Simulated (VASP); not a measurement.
# BN (F-43m) in VASP: notebook

Aim: see how the results for BN move with the level of theory and the settings. Levels: PBEsol, LDA. Tasks: single point, relaxation of cell and atoms.

Everything below comes from runs of VASP 6.6.1. Logs are shortened: lines on timing, memory, paths and dates and some standing lists are left out, and cuts for length are marked.

### 1 The cell of the first run

Symmetry: F-43m, No. 216, cubic system. Conventional cell: a = 3.581 Å, b = 3.581 Å, c = 3.581 Å, α = 90.00°, β = 90.00°, γ = 90.00°. B (site symmetry -43m) has 4 N at 1.55 Å within 2.1 Å. Within 2.1 Å of N (site symmetry -43m) lie 4 B at 1.55 Å.

### 2 Single point, PBEsol

The input, INCAR:

```
SYSTEM = BN
PREC = Accurate ; ENCUT = 600
EDIFF = 1E-6 ; ISMEAR = 0
SIGMA = 0.02 ; LREAL = .FALSE.
LASPH = .TRUE. ; NELM = 120
ALGO = Normal ; ISIF = 2
LWAVE = .FALSE. ; LCHARG = .FALSE.
GGA = PS ; NBANDS = 11
GGA_COMPAT = .FALSE.
```

The input, KPOINTS:

```
Automatic mesh
0
G
  12 12 12
  0 0 0
```

The input, POSCAR:

```
BN
1.0
    0.0000000000      1.7902744181      1.7902744181
    1.7902744181      0.0000000000      1.7902744181
    1.7902744181      1.7902744181      0.0000000000
B N
1 1
Direct
    0.0000000000      0.0000000000      0.0000000000
    0.7500000000      0.7500000000      0.7500000000
```

Potentials or basis: VASP PAW PBE potentials, release 64 (B, N).

Command:

```sh
> cat potpaw_PBE.64/B/POTCAR potpaw_PBE.64/N/POTCAR > POTCAR
> mpirun -np 1 vasp_std > vasp.out
```

OUTCAR:

```text
SYSTEM = BN
   PREC = Accurate
   ENCUT = 600
   EDIFF = 1E-6
   ISMEAR = 0
   LREAL = .FALSE.
   LASPH = .TRUE.
   NELM = 120
   ISIF = 2
   GGA = PS

 ion  position               nearest neighbor table
   1  0.000  0.000  0.000-   2 1.55   2 1.55   2 1.55   2 1.55
   2  0.750  0.750  0.750-   1 1.55   1 1.55   1 1.55   1 1.55

  LATTYP: Found a face centered cubic cell.
 ALAT       =     3.5805488362

  Lattice vectors:

 A1 = (   0.0000000000,   1.7902744181,   1.7902744181)
 A2 = (   1.7902744181,   0.0000000000,   1.7902744181)
 A3 = (   1.7902744181,   1.7902744181,   0.0000000000)

Analysis of symmetry for initial positions (statically):
=====================================================================
 Subroutine PRICEL returns:
 Original cell was already a primitive cell.

 Routine SETGRP: Setting up the symmetry group for a
 face centered cubic supercell.

 Subroutine GETGRP returns: Found 24 space group operations
 (whereof 24 operations were pure point group operations)
 out of a pool of 48 trial point group operations.

The static configuration has the point symmetry T_d .

Analysis of symmetry for dynamics (positions and initial velocities):
=====================================================================
 Subroutine PRICEL returns:
 Original cell was already a primitive cell.

 Routine SETGRP: Setting up the symmetry group for a
 face centered cubic supercell.

 Subroutine GETGRP returns: Found 24 space group operations
 (whereof 24 operations were pure point group operations)
 out of a pool of 48 trial point group operations.

The dynamic configuration has the point symmetry T_d .

 Subroutine INISYM returns: Found 24 space group operations
 (whereof 24 operations are pure point group operations),
 and found     1 'primitive' translations

----------------------------------------------------------------------------------------

                                     Primitive cell

  volume of cell :      11.4760

  direct lattice vectors                    reciprocal lattice vectors
     0.000000000  1.790274418  1.790274418    -0.279286793  0.279286793  0.279286793
     1.790274418  0.000000000  1.790274418     0.279286793 -0.279286793  0.279286793
     1.790274418  1.790274418  0.000000000     0.279286793  0.279286793 -0.279286793

  length of vectors
     2.531830362  2.531830362  2.531830362     0.483738915  0.483738915  0.483738915

  position of ions in fractional coordinates (direct lattice)
     0.000000000  0.000000000  0.000000000
     0.750000000  0.750000000  0.750000000

  ion indices of the primitive-cell ions
   primitive index   ion index
                 1           1
                 2           2

----------------------------------------------------------------------------------------

 KPOINTS: Automatic mesh

Automatic generation of k-mesh.
 Grid dimensions read from file:
 generate k-points for:   12   12   12

 Generating k-lattice:

  Cartesian coordinates                     Fractional coordinates (reciprocal lattice)
    -0.023273899  0.023273899  0.023273899     0.083333333  0.000000000  0.000000000
     0.023273899 -0.023273899  0.023273899     0.000000000  0.083333333  0.000000000
     0.023273899  0.023273899 -0.023273899     0.000000000  0.000000000  0.083333333

  Length of vectors
     0.040311576  0.040311576  0.040311576

  Shift w.r.t. Gamma in fractional coordinates (k-lattice)
     0.000000000  0.000000000  0.000000000

 Subroutine IBZKPT returns following result:
 ===========================================

 Found     72 irreducible k-points:

 Following reciprocal coordinates:
            Coordinates               Weight
  0.000000  0.000000  0.000000      1.000000
  0.083333  0.000000  0.000000      8.000000
  0.166667  0.000000  0.000000      8.000000
  0.250000  0.000000  0.000000      8.000000
  0.333333  0.000000  0.000000      8.000000
  0.416667  0.000000  0.000000      8.000000
[... 16 lines left out ...]
  0.500000  0.166667  0.000000     24.000000
 -0.416667  0.166667  0.000000     24.000000
 [... further k-points ...]
   k-points           NKPTS =     72   k-points in BZ     NKDIM =     72   number of bands    NBANDS=     11
   number of dos      NEDOS =    301   number of ions     NIONS =      2
   total plane-waves  NPLWV =   8000
   dimension x,y,z NGX =    20 NGY =   20 NGZ =   20
   dimension x,y,z NGXF=    40 NGYF=   40 NGZF=   40
   ions per type =               1   1
   NGX,Y,Z   is equivalent  to a cutoff of  13.13, 13.13, 13.13 a.u.
   NGXF,Y,Z  is equivalent  to a cutoff of  26.26, 26.26, 26.26 a.u.
 SYSTEM =  BN
   PREC   = accura    normal or accurate (medium, high low for compatibility)
   ISTART =      0    job   : 0-new  1-cont  2-samecut
   ICHARG =      2    charge: 1-file 2-atom 10-const
   ISPIN  =      1    spin polarized calculation?
   LNONCOLLINEAR =      F non collinear calculations
   LSORBIT =      F    spin-orbit coupling
   LASPH  =      T    aspherical Exc in radial PAW
   ENCUT  =  600.0 eV  44.10 Ry    6.64 a.u.   5.06  5.06  5.06*2*pi/ulx,y,z
   NELM   =    120;   NELMIN=  2; NELMDL= -5     # of ELM steps
   EDIFF  = 0.1E-05   stopping-criterion for ELM
   LREAL  =      F    real-space projection
   EDIFFG = 0.1E-04   stopping-criterion for IOM
   NSW    =      0    number of steps for IOM
   IBRION =     -1    ionic relax: 0-MD 1-quasi-New 2-CG
   NFREE  =      0    steps in history (QN), initial steepest desc. (CG)
   ISIF   =      2    stress and relaxation
   ISYM   =      2    0-nonsym 1-usesym 2-fastsym
   POTIM  = 0.5000    time-step for ionic-motion
   TEBEG  =    0.0;   TEEND  =   0.0 temperature during run
   PSTRESS=    0.0 pullay stress
   NELECT =       8.0000    total number of electrons
   NUPDOWN=      -1.0000    fix difference up-down
   EMIN   =  10.00;   EMAX   =-10.00  energy-range for DOS
   EFERMI =   0.00;   METHOD = LEGACY
   ISMEAR =     0;   SIGMA  =   0.02  broadening in eV -4-tet -1-fermi 0-gaus
   EFERMI_NEDOS =   21; number of points for ismear=-14 and -15
   IALGO  =     38    algorithm
   IMIX   =      4    mixing-type and parameters
     AMIX     =   0.40;   BMIX     =  1.00
     AMIX_MAG =   1.60;   BMIX_MAG =  1.00
  volume/ion in A,a.u.               =       5.74        38.72
  Fermi-wavevector in a.u.,A,eV,Ry     =   1.451583  2.743094 28.668746  2.107093
  Thomas-Fermi vector in A             =   2.569064
   LORBIT       =      0    0 simple, 1 ext, 2 COOP (PROOUT), +10 PAW based schemes
   GGA     = PS    functional components
   LHFCALC =     F    Hartree Fock is set to
   AEXX    =    0.0000 exact exchange contribution
   IVDW    =     0    specifies the selected vdW correction
   LEPSILON=     F    determine dielectric tensor
   LRPA    =     F    only Hartree local field effects (RPA)
 non-spin polarized calculation
 Gauss-broadening in eV      SIGMA  =   0.02
  energy-cutoff  :      600.00
  volume of cell :       11.48
 maximum number of plane-waves:       392
   NGX = 11   NGY = 11   NGZ = 11

 number of electron       7.9999998 magnetization

 Free energy of the ion-electron system (eV)
  ---------------------------------------------------
  ext. energy  EPLUGINS =         0.00000000
  ---------------------------------------------------
  free energy    TOTEN  =       -18.34307741 eV

  energy without entropy =      -18.34307741  energy(sigma->0) =      -18.34307741

 E-fermi :   7.9408     XC(G=0): -13.1571

 val. band max:        7.7206427419   @ k =   0.0000   0.0000   0.0000
 cond. band min:      12.0267236306   @ k =   0.5000   0.5000   0.0000
 fundamental gap:      4.3060808887
 Fermi energy:         7.9408041814

 k-point     1 :       0.0000    0.0000    0.0000
  band No.  band energies     occupation
      1     -12.8638      2.00000
      2       7.7206      2.00000
      3       7.7206      2.00000
      4       7.7206      2.00000
      5      16.6169      0.00000
      6      16.6169      0.00000
      7      16.6169      0.00000
      8      18.4563      0.00000
      9      32.7728      0.00000
     10      35.7633      0.00000
     11      35.7633      0.00000

 k-point     2 :       0.0833    0.0000    0.0000
  band No.  band energies     occupation
      1     -12.6899      2.00000
      2       6.7836      2.00000
      3       7.5326      2.00000
      4       7.5326      2.00000
      5      16.8599      0.00000
      6      16.9018      0.00000
      7      16.9018      0.00000
      8      19.0069      0.00000
      9      32.4690      0.00000
     10      33.4085      0.00000
     11      33.4085      0.00000

 k-point     3 :       0.1667    0.0000    0.0000
  band No.  band energies     occupation
      1     -12.1743      2.00000
      2       4.6274      2.00000
      3       7.0764      2.00000
      4       7.0764      2.00000
      5      17.2393      0.00000
      6      17.5587      0.00000
      7      17.5587      0.00000
      8      20.3031      0.00000
      9      31.7865      0.00000
     10      31.8142      0.00000
     11      31.8142      0.00000

 k-point     4 :       0.2500    0.0000    0.0000
  band No.  band energies     occupation
      1     -11.3392      2.00000
      2       2.0923      2.00000
      3       6.5519      2.00000
      4       6.5519      2.00000
      5      17.5994      0.00000
      6      18.1742      0.00000
      7      18.1742      0.00000
      8      21.5802      0.00000
      9      31.2264      0.00000
     10      31.4165      0.00000
     11      31.4165      0.00000
[... 239 lines left out ...]
 k-point    22 :       0.4167    0.1667    0.0000
  band No.  band energies     occupation
      1      -9.3111      2.00000
      2      -0.6873      2.00000
      3       4.4997      2.00000
      4       4.6544      2.00000
      5      16.2434      0.00000
      6      20.4052      0.00000
      7      20.7848      0.00000
      8      21.6871      0.00000
      9      28.2654      0.00000
     10      34.3836      0.00000
     11      36.4122      0.00000

 k-point    23 :       0.5000    0.1667    0.0000
  band No.  band energies     occupation
      1      -8.2827      2.00000
      2      -2.3219      2.00000
      3       3.8931      2.00000
      4       4.7327      2.00000
      5      16.5854      0.00000
      6      20.3603      0.00000
      7      20.5179      0.00000
      8      23.0404      0.00000
      9      28.6365      0.00000
     10      34.5949      0.00000
     11      35.6114      0.00000

 k-point    24 :      -0.4167    0.1667    0.0000
  band No.  band energies     occupation
      1      -8.0815      2.00000
      2      -2.6100      2.00000
      3       3.4745      2.00000
      4       5.0614      2.00000
      5      17.0437      0.00000
      6      20.1085      0.00000
      7      20.2183      0.00000
      8      23.6948      0.00000
      9      28.9273      0.00000
     10      33.2667      0.00000
     11      34.8625      0.00000

 [... further k-points ...]
[... 5 lines left out ...]
  --------------------------------------------------------------------------------------
  -------------------------------------------------------------------------------------
  Total        0.6312625      0.6312625      0.6312625     -0.0000000     -0.0000000     -0.0000000
  in kB       88.1316219     88.1316219     88.1316219     -0.0000000     -0.0000000     -0.0000000
  external PRESSURE =      88.1316219 kB  Pullay stress =       0.0000000 kB

 VOLUME and BASIS-vectors are now :
 -----------------------------------------------------------------------------
  energy-cutoff  :      600.00
  volume of cell :       11.48
      direct lattice vectors                 reciprocal lattice vectors
     0.000000000  1.790274418  1.790274418    -0.279286793  0.279286793  0.279286793
     1.790274418  0.000000000  1.790274418     0.279286793 -0.279286793  0.279286793
     1.790274418  1.790274418  0.000000000     0.279286793  0.279286793 -0.279286793

 POSITION                                       TOTAL-FORCE (eV/Angst)
 -----------------------------------------------------------------------------------
      0.00000      0.00000      0.00000        -0.000000     -0.000000     -0.000000
      2.68541      2.68541      2.68541         0.000000      0.000000      0.000000
 -----------------------------------------------------------------------------------
    total drift:                               -0.000000     -0.000000     -0.000000

  FREE ENERGIE OF THE ION-ELECTRON SYSTEM (eV)
  ---------------------------------------------------
  free  energy   TOTEN  =       -18.3430774096 eV

  energy  without entropy=      -18.3430774096  energy(sigma->0) =      -18.34307741
```

Wall time 14 s (1 thread of Intel Xeon 8259CL, shared host); peak memory 0.12 GiB.

What came out:

```
Free energy            : -18.3431 eV
Pressure               : 8.8 GPa
Band gap on the k mesh : 4.31 eV, indirect (least direct gap 8.90 eV)
```

Caveat: the PAW data sets were made with another functional, which shifts forces and pressure a little.

### 3 Single point, LDA

This run uses another cell than the first one, of 5.46 Å³/atom, 0.951 times its volume.

The input, INCAR:

```
ALGO = Normal
EDIFF = 1E-6
ENCUT = 520
ISIF = 2
ISMEAR = 0
LASPH = True
LCHARG = False
LREAL = False
LWAVE = False
NBANDS = 11
NELM = 100
PREC = Accurate
SIGMA = 0.01
```

The input, KPOINTS:

```
k-points
0
Gamma
  12 12 12
```

The input, POSCAR:

```
BN
1.0
    0.0000000000      1.7607078128      1.7607078128
    1.7607078128      0.0000000000      1.7607078128
    1.7607078128      1.7607078128      0.0000000000
B N
1 1
Direct
    0.0000000000      0.0000000000      0.0000000000
    0.7500000000      0.7500000000      0.7500000000
```

Potentials or basis: VASP PAW LDA potentials, release 64 (B, N).

Command:

```sh
> cat potpaw_LDA.64/B/POTCAR potpaw_LDA.64/N/POTCAR > POTCAR
> mpirun -np 1 vasp_std > vasp.out
```

OUTCAR:

```text
EDIFF = 1E-6
   ENCUT = 520
   ISIF = 2
   ISMEAR = 0
   LASPH = True
   LREAL = False
   NELM = 100
   PREC = Accurate

 ion  position               nearest neighbor table
   1  0.000  0.000  0.000-   2 1.52   2 1.52   2 1.52   2 1.52
   2  0.750  0.750  0.750-   1 1.52   1 1.52   1 1.52   1 1.52

  LATTYP: Found a face centered cubic cell.
 ALAT       =     3.5214156256

  Lattice vectors:

 A1 = (   0.0000000000,   1.7607078128,   1.7607078128)
 A2 = (   1.7607078128,   0.0000000000,   1.7607078128)
 A3 = (   1.7607078128,   1.7607078128,   0.0000000000)

Analysis of symmetry for initial positions (statically):
=====================================================================
 Subroutine PRICEL returns:
 Original cell was already a primitive cell.

 Routine SETGRP: Setting up the symmetry group for a
 face centered cubic supercell.

 Subroutine GETGRP returns: Found 24 space group operations
 (whereof 24 operations were pure point group operations)
 out of a pool of 48 trial point group operations.

The static configuration has the point symmetry T_d .

Analysis of symmetry for dynamics (positions and initial velocities):
[... 165 lines left out ...]

 k-point     1 :       0.0000    0.0000    0.0000
  band No.  band energies     occupation
      1     -12.5827      2.00000
      2       8.4057      2.00000
      3       8.4057      2.00000
      4       8.4057      2.00000
      5      17.4607      0.00000
      6      17.4607      0.00000
      7      17.4607      0.00000
      8      20.1524      0.00000
      9      34.4104      0.00000
     10      37.1803      0.00000
     11      37.1803      0.00000
[... 309 lines left out ...]
 k-point    24 :      -0.4167    0.1667    0.0000
  band No.  band energies     occupation
      1      -7.5271      2.00000
      2      -2.3057      2.00000
      3       4.0206      2.00000
      4       5.6147      2.00000
      5      17.9707      0.00000
      6      21.0969      0.00000
      7      21.6020      0.00000
      8      24.9691      0.00000
      9      30.1606      0.00000
     10      34.5858      0.00000
     11      36.4295      0.00000

 [... further k-points ...]
[... 5 lines left out ...]
  --------------------------------------------------------------------------------------
  -------------------------------------------------------------------------------------
  Total        1.5830568      1.5830568      1.5830568      0.0000000      0.0000000     -0.0000000
  in kB      232.3353129    232.3353129    232.3353129      0.0000000      0.0000000     -0.0000000
  external PRESSURE =     232.3353129 kB  Pullay stress =       0.0000000 kB

 VOLUME and BASIS-vectors are now :
 -----------------------------------------------------------------------------
  energy-cutoff  :      520.00
  volume of cell :       10.92
      direct lattice vectors                 reciprocal lattice vectors
     0.000000000  1.760707813  1.760707813    -0.283976703  0.283976703  0.283976703
     1.760707813  0.000000000  1.760707813     0.283976703 -0.283976703  0.283976703
     1.760707813  1.760707813  0.000000000     0.283976703  0.283976703 -0.283976703

 POSITION                                       TOTAL-FORCE (eV/Angst)
 -----------------------------------------------------------------------------------
      0.00000      0.00000      0.00000         0.000000      0.000000      0.000000
      2.64106      2.64106      2.64106        -0.000000     -0.000000     -0.000000
 -----------------------------------------------------------------------------------
    total drift:                                0.000000      0.000000      0.000000

  FREE ENERGIE OF THE ION-ELECTRON SYSTEM (eV)
  ---------------------------------------------------
  free  energy   TOTEN  =       -19.3721631335 eV

  energy  without entropy=      -19.3721631335  energy(sigma->0) =      -19.37216313
```

stdout:

```text
POSCAR found type information on POSCAR B N
 POSCAR found :  2 types and       2 ions
 scaLAPACK will be used
 LDA part: xc-table for (Slater(with rela. corr.)+CA(PZ))
 , standard interpolation
 POSCAR, INCAR and KPOINTS ok, starting setup
 FFT: planning ... GRIDC
 FFT: planning ... GRID_SOFT
 FFT: planning ... GRID
 WAVECAR not read
 entering main loop
```

Run time: 4.2 s. Hardware: 1 thread of AMD EPYC 9R45 (Zen 5), shared host; peak memory 0.08 GiB.

Results:

- Free energy: -19.3722 eV
- Pressure: 23.2 GPa
- Band gap on the k mesh: 4.43 eV, indirect (least direct gap 9.05 eV)

A k mesh can miss the band edges. Expect the measured gap to be larger: semilocal functionals such as LDA lack the derivative discontinuity.

### 4 Single point, LDA (volume scaled by 0.98)

The input, INCAR:

```
SYSTEM = BN
PREC = Accurate
ENCUT = 520
EDIFF = 1E-7
ISMEAR = 0
SIGMA = 0.01
LREAL = .FALSE.
LASPH = .TRUE.
NELM = 100
ALGO = Normal
ISIF = 2
LWAVE = .FALSE.
LCHARG = .FALSE.
NBANDS = 11
```

The input, KPOINTS:

```
regular mesh
0
G
  12 12 12
  0 0 0
```

The input, POSCAR:

```
BN
1.0
    0.0000000000      1.7782587952      1.7782587952
    1.7782587952      0.0000000000      1.7782587952
    1.7782587952      1.7782587952      0.0000000000
B N
1 1
Direct
    0.0000000000      0.0000000000      0.0000000000
    0.7500000000      0.7500000000      0.7500000000
```

Command:

```sh
> cat potpaw_LDA.64/B/POTCAR potpaw_LDA.64/N/POTCAR > POTCAR
> mpirun -np 1 vasp_std > vasp.out
```

It took 4.6 s on 1 thread of AMD EPYC 9R45 (Zen 5), shared host; peak memory 0.09 GiB.

The run converged. Its results:

```
Free energy            : -19.4060 eV
Pressure               : 9.5 GPa
Band gap on the k mesh : 4.40 eV, indirect (least direct gap 8.91 eV)
```

Levels at points of the mesh, in eV from the valence-band top:
| k point | band 1 | band 2 | band 3 | band 4 | band 5 | band 6 | band 7 | band 8 | band 9 |
| --- | --- | --- | --- | --- | --- | --- | --- | --- | --- |
| (0.00, 0.00, 0.00) | -20.63 | 0.00 | 0.00 | 0.00 | 8.91 | 8.91 | 8.91 | 11.25 | 25.42 |
| (0.50, 0.00, 0.00) | -16.12 | -11.17 | -2.04 | -2.04 | 10.83 | 10.83 | 10.86 | 15.51 | 23.80 |
| (0.50, 0.50, 0.00) | -14.67 | -9.21 | -5.17 | -5.17 | 4.40 | 9.42 | 18.46 | 18.46 | 21.36 |

Caveat: the cell differs from its parent crystal (volume scaled by 0.98).

[end of part 1 of 2]
